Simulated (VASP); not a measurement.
# HfO2 (Fm-3m) in VASP: a series of runs, part 2 of 2

VASP 6.6.1. The steps go on from the part before.

## 4. Single point, PBEsol

INCAR

```
PREC = Accurate ; ENCUT = 520
EDIFF = 1E-6 ; ISMEAR = -1
SIGMA = 0.02 ; LREAL = False
LASPH = True ; NELM = 60
ALGO = Normal ; ISIF = 2
LWAVE = False ; LCHARG = False
GGA = PS ; NBANDS = 18
```

KPOINTS

```
regular mesh
0
Gamma
  7 7 7
```

POSCAR

```
HfO2
1.0
    0.0000000000      2.5217859612      2.5217859612
    2.5217859612      0.0000000000      2.5217859612
    2.5217859612      2.5217859612      0.0000000000
Hf O
1 2
Direct
    0.0000000000      0.0000000000      0.0000000000
    0.2500000000      0.2500000000      0.2500000000
    0.7500000000      0.7500000000      0.7500000000
```

Potentials or basis: VASP PAW PBE potentials, release 64 (Hf_pv, O).

Launch:

```bash
$ cat potpaw_PBE.64/Hf_pv/POTCAR potpaw_PBE.64/O/POTCAR > POTCAR
$ mpirun -np 1 vasp_std > vasp.out
```

OUTCAR:

```text
PREC = Accurate
   ENCUT = 520
   EDIFF = 1E-6
   ISMEAR = -1
   LREAL = False
   LASPH = True
   NELM = 60
   ISIF = 2
   GGA = PS

 ion  position               nearest neighbor table
   1  0.000  0.000  0.000-   3 2.18   3 2.18   3 2.18   2 2.18   3 2.18   2 2.18   2 2.18   2 2.18

   2  0.250  0.250  0.250-   1 2.18   1 2.18   1 2.18   1 2.18
   3  0.750  0.750  0.750-   1 2.18   1 2.18   1 2.18   1 2.18

  LATTYP: Found a face centered cubic cell.
 ALAT       =     5.0435719224

  Lattice vectors:

 A1 = (   0.0000000000,   2.5217859612,   2.5217859612)
 A2 = (   2.5217859612,   0.0000000000,   2.5217859612)
 A3 = (   2.5217859612,   2.5217859612,   0.0000000000)

Analysis of symmetry for initial positions (statically):
=====================================================================
 Subroutine PRICEL returns:
 Original cell was already a primitive cell.

 Routine SETGRP: Setting up the symmetry group for a
 face centered cubic supercell.

 Subroutine GETGRP returns: Found 48 space group operations
 (whereof 48 operations were pure point group operations)
 out of a pool of 48 trial point group operations.

The static configuration has the point symmetry O_h .

Analysis of symmetry for dynamics (positions and initial velocities):
=====================================================================
 Subroutine PRICEL returns:
 Original cell was already a primitive cell.

 Routine SETGRP: Setting up the symmetry group for a
 face centered cubic supercell.

 Subroutine GETGRP returns: Found 48 space group operations
 (whereof 48 operations were pure point group operations)
 out of a pool of 48 trial point group operations.

The dynamic configuration has the point symmetry O_h .

 Subroutine INISYM returns: Found 48 space group operations
 (whereof 48 operations are pure point group operations),
 and found     1 'primitive' translations

----------------------------------------------------------------------------------------

                                     Primitive cell

  volume of cell :      32.0741

  direct lattice vectors                    reciprocal lattice vectors
     0.000000000  2.521785961  2.521785961    -0.198272180  0.198272180  0.198272180
     2.521785961  0.000000000  2.521785961     0.198272180 -0.198272180  0.198272180
     2.521785961  2.521785961  0.000000000     0.198272180  0.198272180 -0.198272180

  length of vectors
     3.566343908  3.566343908  3.566343908     0.343417489  0.343417489  0.343417489

  position of ions in fractional coordinates (direct lattice)
     0.000000000  0.000000000  0.000000000
     0.250000000  0.250000000  0.250000000
     0.750000000  0.750000000  0.750000000

  ion indices of the primitive-cell ions
   primitive index   ion index
                 1           1
                 2           2
                 3           3

----------------------------------------------------------------------------------------

 KPOINTS: regular mesh

Automatic generation of k-mesh.
 Grid dimensions read from file:
 generate k-points for:    7    7    7

 Generating k-lattice:

  Cartesian coordinates                     Fractional coordinates (reciprocal lattice)
    -0.028324597  0.028324597  0.028324597     0.142857143  0.000000000  0.000000000
     0.028324597 -0.028324597  0.028324597     0.000000000  0.142857143  0.000000000
     0.028324597  0.028324597 -0.028324597     0.000000000  0.000000000  0.142857143

  Length of vectors
     0.049059641  0.049059641  0.049059641

  Shift w.r.t. Gamma in fractional coordinates (k-lattice)
     0.000000000  0.000000000  0.000000000

 Subroutine IBZKPT returns following result:
 ===========================================

 Found     20 irreducible k-points:

 Following reciprocal coordinates:
            Coordinates               Weight
  0.000000  0.000000  0.000000      1.000000
  0.142857  0.000000  0.000000      8.000000
  0.285714  0.000000  0.000000      8.000000
  0.428571  0.000000  0.000000      8.000000
  0.142857  0.142857  0.000000      6.000000
  0.285714  0.142857  0.000000     24.000000
[... 12 lines left out ...]
 -0.428571  0.428571  0.142857     24.000000
 -0.285714  0.428571  0.142857     24.000000
   k-points           NKPTS =     20   k-points in BZ     NKDIM =     20   number of bands    NBANDS=     18
   number of dos      NEDOS =    301   number of ions     NIONS =      3
   total plane-waves  NPLWV =  21952
   dimension x,y,z NGX =    28 NGY =   28 NGZ =   28
   dimension x,y,z NGXF=    56 NGYF=   56 NGZF=   56
   ions per type =               1   2
   NGX,Y,Z   is equivalent  to a cutoff of  13.05, 13.05, 13.05 a.u.
   NGXF,Y,Z  is equivalent  to a cutoff of  26.10, 26.10, 26.10 a.u.
 SYSTEM =  unknown system
   PREC   = accura    normal or accurate (medium, high low for compatibility)
   ISTART =      0    job   : 0-new  1-cont  2-samecut
   ICHARG =      2    charge: 1-file 2-atom 10-const
   ISPIN  =      1    spin polarized calculation?
   LNONCOLLINEAR =      F non collinear calculations
   LSORBIT =      F    spin-orbit coupling
   LASPH  =      T    aspherical Exc in radial PAW
   ENCUT  =  520.0 eV  38.22 Ry    6.18 a.u.   6.63  6.63  6.63*2*pi/ulx,y,z
   NELM   =     60;   NELMIN=  2; NELMDL= -5     # of ELM steps
   EDIFF  = 0.1E-05   stopping-criterion for ELM
   LREAL  =      F    real-space projection
   EDIFFG = 0.1E-04   stopping-criterion for IOM
   NSW    =      0    number of steps for IOM
   IBRION =     -1    ionic relax: 0-MD 1-quasi-New 2-CG
   NFREE  =      0    steps in history (QN), initial steepest desc. (CG)
   ISIF   =      2    stress and relaxation
   ISYM   =      2    0-nonsym 1-usesym 2-fastsym
   POTIM  = 0.5000    time-step for ionic-motion
   TEBEG  =    0.0;   TEEND  =   0.0 temperature during run
   PSTRESS=    0.0 pullay stress
   NELECT =      22.0000    total number of electrons
   NUPDOWN=      -1.0000    fix difference up-down
   EMIN   =  10.00;   EMAX   =-10.00  energy-range for DOS
   EFERMI =   0.00;   METHOD = LEGACY
   ISMEAR =    -1;   SIGMA  =   0.02  broadening in eV -4-tet -1-fermi 0-gaus
   EFERMI_NEDOS =   21; number of points for ismear=-14 and -15
   IALGO  =     38    algorithm
   IMIX   =      4    mixing-type and parameters
     AMIX     =   0.40;   BMIX     =  1.00
     AMIX_MAG =   1.60;   BMIX_MAG =  1.00
  volume/ion in A,a.u.               =      10.69        72.15
  Fermi-wavevector in a.u.,A,eV,Ry     =   1.443768  2.728326 28.360894  2.084467
  Thomas-Fermi vector in A             =   2.562139
   LORBIT       =      0    0 simple, 1 ext, 2 COOP (PROOUT), +10 PAW based schemes
   GGA     = PS    functional components
   LHFCALC =     F    Hartree Fock is set to
   AEXX    =    0.0000 exact exchange contribution
   IVDW    =     0    specifies the selected vdW correction
   LEPSILON=     F    determine dielectric tensor
   LRPA    =     F    only Hartree local field effects (RPA)
 non-spin polarized calculation
  energy-cutoff  :      520.00
  volume of cell :       32.07
 maximum number of plane-waves:       887
   NGX = 13   NGY = 13   NGZ = 13

 number of electron      21.9999993 magnetization

 Free energy of the ion-electron system (eV)
  ---------------------------------------------------
  ext. energy  EPLUGINS =         0.00000000
  ---------------------------------------------------
  free energy    TOTEN  =       -31.63253918 eV

  energy without entropy =      -31.63253918  energy(sigma->0) =      -31.63253918

 E-fermi :   4.6351     XC(G=0): -12.1887

 val. band max:        4.1731979452   @ k =  -0.4286   0.4286   0.0000
 cond. band min:       8.0812782492   @ k =   0.4286   0.4286   0.0000
 fundamental gap:      3.9080803040
 Fermi energy:         4.6351311276

 k-point     1 :       0.0000    0.0000    0.0000
  band No.  band energies     occupation
      1     -25.2884      2.00000
      2     -25.2884      2.00000
      3     -25.2884      2.00000
      4     -14.5206      2.00000
      5     -11.3410      2.00000
      6      -1.2322      2.00000
[... 10 lines left out ...]
     17      14.8838      0.00000
     18      18.0045      0.00000
[... 379 lines left out ...]
 k-point    20 :      -0.2857    0.4286    0.1429
  band No.  band energies     occupation
      1     -25.6374      2.00000
      2     -25.5842      2.00000
      3     -25.4103      2.00000
      4     -12.5470      2.00000
      5     -12.3925      2.00000
      6      -1.3208      2.00000
[... 10 lines left out ...]
     17      16.7559      0.00000
     18      17.7687      0.00000

------------------------ aborting loop because EDIFF is reached ----------------------------------------

  FORCE on cell =-STRESS in cart. coord.  units (eV):
  Direction    XX          YY          ZZ          XY          YZ          ZX
  --------------------------------------------------------------------------------------
  -------------------------------------------------------------------------------------
  Total       -0.7366599     -0.7366599     -0.7366599      0.0000000      0.0000000     -0.0000000
  in kB      -36.7978931    -36.7978931    -36.7978931      0.0000000      0.0000000     -0.0000000
  external PRESSURE =     -36.7978931 kB  Pullay stress =       0.0000000 kB

 VOLUME and BASIS-vectors are now :
 -----------------------------------------------------------------------------
  energy-cutoff  :      520.00
  volume of cell :       32.07
      direct lattice vectors                 reciprocal lattice vectors
     0.000000000  2.521785961  2.521785961    -0.198272180  0.198272180  0.198272180
     2.521785961  0.000000000  2.521785961     0.198272180 -0.198272180  0.198272180
     2.521785961  2.521785961  0.000000000     0.198272180  0.198272180 -0.198272180

 POSITION                                       TOTAL-FORCE (eV/Angst)
 -----------------------------------------------------------------------------------
      0.00000      0.00000      0.00000         0.000000      0.000000      0.000000
      1.26089      1.26089      1.26089         0.000000      0.000000      0.000000
      3.78268      3.78268      3.78268        -0.000000     -0.000000     -0.000000
 -----------------------------------------------------------------------------------
    total drift:                                0.000000      0.000000      0.000000

  FREE ENERGIE OF THE ION-ELECTRON SYSTEM (eV)
  ---------------------------------------------------
  free  energy   TOTEN  =       -31.6325391820 eV

  energy  without entropy=      -31.6325391820  energy(sigma->0) =      -31.63253918
```

stdout:

```text
POSCAR found type information on POSCAR HfO
 POSCAR found :  2 types and       3 ions
 scaLAPACK will be used
 -----------------------------------------------------------------------------
|                                                                             |
|                                                                             |
|     You enforced a specific xc type in the INCAR file but a different       |
|     I HOPE YOU KNOW WHAT YOU ARE DOING!                                     |
|                                                                             |
 -----------------------------------------------------------------------------

 LDA part: xc-table for (Slater+PW92), standard interpolation
 POSCAR, INCAR and KPOINTS ok, starting setup
 FFT: planning ... GRIDC
 FFT: planning ... GRID_SOFT
 FFT: planning ... GRID
 WAVECAR not read
 entering main loop
```

It took 20 s on 1 thread of Intel Xeon 8259CL, shared host; peak memory 0.16 GiB.

Results:

```
Free energy            : -31.6325 eV
Pressure               : -3.7 GPa
Band gap on the k mesh : 3.91 eV, indirect (least direct gap 4.09 eV)
```

Caveat: the PAW data sets were made with another functional, which shifts forces and pressure a little; spin-orbit coupling is left out, which moves the levels of the heavy elements. A k mesh can miss the band edges.

## 5. Single point, PBEsol

This run uses another cell than the first one, of 10.85 Å³/atom, 1.015 times its volume.

INCAR

```
SYSTEM = HfO2
PREC = Accurate ; ENCUT = 520
EDIFF = 1E-6 ; ISMEAR = -1
SIGMA = 0.02 ; LREAL = .False.
LASPH = .True. ; NELM = 80
ALGO = Normal ; ISIF = 2
LWAVE = .False. ; LCHARG = .True.
GGA = PS ; LELF = .True.
LVHAR = .True. ; NBANDS = 18
```

KPOINTS

```
Automatic mesh
0
Gamma
  7 7 7
  0 0 0
```

POSCAR

```
HfO2
1.0
    0.0000000000      2.5343323665      2.5343323665
    2.5343323665      0.0000000000      2.5343323665
    2.5343323665      2.5343323665      0.0000000000
Hf O
1 2
Direct
    0.0000000000      0.0000000000      0.0000000000
    0.2500000000      0.2500000000      0.2500000000
    0.7500000000      0.7500000000      0.7500000000
```

Potentials or basis: VASP PAW PBE potentials, release 64 (Hf_pv, O).

Launch:

```bash
$ cat potpaw_PBE.64/Hf_pv/POTCAR potpaw_PBE.64/O/POTCAR > POTCAR
$ mpirun -np 1 vasp_std > vasp.out
```

OUTCAR:

```text
SYSTEM = HfO2
   PREC = Accurate
   ENCUT = 520
   EDIFF = 1E-6
   ISMEAR = -1
   LREAL = .False.
   LASPH = .True.
   NELM = 80
   ISIF = 2
   GGA = PS

 ion  position               nearest neighbor table
   1  0.000  0.000  0.000-   3 2.19   3 2.19   3 2.19   2 2.19   3 2.19   2 2.19   2 2.19   2 2.19

   2  0.250  0.250  0.250-   1 2.19   1 2.19   1 2.19   1 2.19
   3  0.750  0.750  0.750-   1 2.19   1 2.19   1 2.19   1 2.19

  LATTYP: Found a face centered cubic cell.
 ALAT       =     5.0686647330

  Lattice vectors:

 A1 = (   0.0000000000,   2.5343323665,   2.5343323665)
 A2 = (   2.5343323665,   0.0000000000,   2.5343323665)
 A3 = (   2.5343323665,   2.5343323665,   0.0000000000)

Analysis of symmetry for initial positions (statically):
=====================================================================
 Subroutine PRICEL returns:
 Original cell was already a primitive cell.

 Routine SETGRP: Setting up the symmetry group for a
 face centered cubic supercell.

 Subroutine GETGRP returns: Found 48 space group operations
 (whereof 48 operations were pure point group operations)
 out of a pool of 48 trial point group operations.

[... 157 lines left out ...]

 E-fermi :   4.5087     XC(G=0): -12.1089

 val. band max:        4.0464641664   @ k =  -0.4286   0.4286   0.0000
 cond. band min:       7.9116340871   @ k =   0.4286   0.4286   0.0000
 fundamental gap:      3.8651699207
 Fermi energy:         4.5087021180

 k-point     1 :       0.0000    0.0000    0.0000
  band No.  band energies     occupation
      1     -25.4842      2.00000
      2     -25.4842      2.00000
      3     -25.4842      2.00000
      4     -14.5549      2.00000
      5     -11.4513      2.00000
      6      -1.2676      2.00000
[... 397 lines left out ...]
      5     -12.4916      2.00000
      6      -1.3739      2.00000
[... 10 lines left out ...]
     17      16.5178      0.00000
     18      17.5225      0.00000

------------------------ aborting loop because EDIFF is reached ----------------------------------------

  FORCE on cell =-STRESS in cart. coord.  units (eV):
  Direction    XX          YY          ZZ          XY          YZ          ZX
  --------------------------------------------------------------------------------------
  -------------------------------------------------------------------------------------
  Total       -1.4983493     -1.4983493     -1.4983493      0.0000000      0.0000000     -0.0000000
  in kB      -73.7399664    -73.7399664    -73.7399664      0.0000000      0.0000000     -0.0000000
  external PRESSURE =     -73.7399664 kB  Pullay stress =       0.0000000 kB

 VOLUME and BASIS-vectors are now :
 -----------------------------------------------------------------------------
  energy-cutoff  :      520.00
  volume of cell :       32.56
      direct lattice vectors                 reciprocal lattice vectors
     0.000000000  2.534332367  2.534332367    -0.197290618  0.197290618  0.197290618
     2.534332367  0.000000000  2.534332367     0.197290618 -0.197290618  0.197290618
     2.534332367  2.534332367  0.000000000     0.197290618  0.197290618 -0.197290618

 POSITION                                       TOTAL-FORCE (eV/Angst)
 -----------------------------------------------------------------------------------
      0.00000      0.00000      0.00000         0.000000     -0.000000      0.000000
      1.26717      1.26717      1.26717         0.000000      0.000000      0.000000
      3.80150      3.80150      3.80150        -0.000000     -0.000000     -0.000000
 -----------------------------------------------------------------------------------
    total drift:                                0.000000      0.000000      0.000000

  FREE ENERGIE OF THE ION-ELECTRON SYSTEM (eV)
  ---------------------------------------------------
  free  energy   TOTEN  =       -31.6164962231 eV

  energy  without entropy=      -31.6164962230  energy(sigma->0) =      -31.61649622
```

OSZICAR:

```text
N       E                     dE             d eps       ncg     rms          rms(c)
DAV:   1     0.929722470931E+02    0.92972E+02   -0.12577E+04   720   0.120E+03
DAV:   2    -0.329533402348E+02   -0.12593E+03   -0.12270E+03   948   0.293E+02
DAV:   3    -0.368507078819E+02   -0.38974E+01   -0.38864E+01   830   0.456E+01
DAV:   4    -0.368728260838E+02   -0.22118E-01   -0.22113E-01   894   0.384E+00
DAV:   5    -0.368729668652E+02   -0.14078E-03   -0.14078E-03   806   0.287E-01    0.492E+01
DAV:   6    -0.317970788171E+02    0.50759E+01   -0.18199E+01   738   0.304E+01    0.421E+01
DAV:   7    -0.316683154486E+02    0.12876E+00   -0.64592E-01   812   0.665E+00    0.287E+01
DAV:   8    -0.316364750544E+02    0.31840E-01   -0.27044E-01   788   0.466E+00    0.845E+00
DAV:   9    -0.316166184733E+02    0.19857E-01   -0.59617E-02   772   0.205E+00    0.278E+00
DAV:  10    -0.316164833871E+02    0.13509E-03   -0.29412E-03   850   0.409E-01    0.170E-01
DAV:  11    -0.316164925485E+02   -0.91614E-05   -0.14178E-04   766   0.102E-01    0.166E-01
DAV:  12    -0.316164958339E+02   -0.32854E-05   -0.16629E-05   804   0.287E-02    0.752E-03
DAV:  13    -0.316164962231E+02   -0.38913E-06   -0.59213E-07   636   0.608E-03
   1 F= -.31616496E+02 E0= -.31616496E+02  d E =-.309605E-11
```

stdout:

```text
POSCAR found type information on POSCAR HfO
 POSCAR found :  2 types and       3 ions
 scaLAPACK will be used
 -----------------------------------------------------------------------------
|                                                                             |
|                                                                             |
|     You enforced a specific xc type in the INCAR file but a different       |
|     I HOPE YOU KNOW WHAT YOU ARE DOING!                                     |
|                                                                             |
 -----------------------------------------------------------------------------

 LDA part: xc-table for (Slater+PW92), standard interpolation
 POSCAR, INCAR and KPOINTS ok, starting setup
 FFT: planning ... GRIDC
 FFT: planning ... GRID_SOFT
 FFT: planning ... GRID
 WAVECAR not read
 entering main loop
```

Run time: 21 s. Hardware: 1 thread of Intel Xeon 8259CL, shared host; peak memory 0.16 GiB.

What came out:

* Free energy: -31.6165 eV
* Pressure: -7.4 GPa
* Band gap on the k mesh: 3.87 eV, indirect (least direct gap 4.04 eV)

Caveat: the PAW data sets were made with another functional, which shifts forces and pressure a little; spin-orbit coupling is left out, which moves the levels of the heavy elements.

## 6. Summary

```csv
cell,gap on the mesh (eV),pressure (GPa)
"a = 3.566 Å, angles 60.0°, 3 atoms",3.91,-3.7
"a = 3.548 Å, angles 60.0°, 3 atoms",3.94,0.3
"a = 3.584 Å, angles 60.0°, 3 atoms",3.87,-7.4
```

Alike in all rows: task single point; level PBEsol; potentials or basis VASP PAW PBE potentials, release 64 (Hf_pv, O); no spin polarisation; k mesh 7 × 7 × 7; cutoff (eV) 520; smearing fermi-dirac 0.02 eV.

Caveats: the PAW data sets were made with another functional, which shifts forces and pressure a little; spin-orbit coupling is left out, which moves the levels of the heavy elements.

Absolute energies hang on the potentials; compare differences alone.
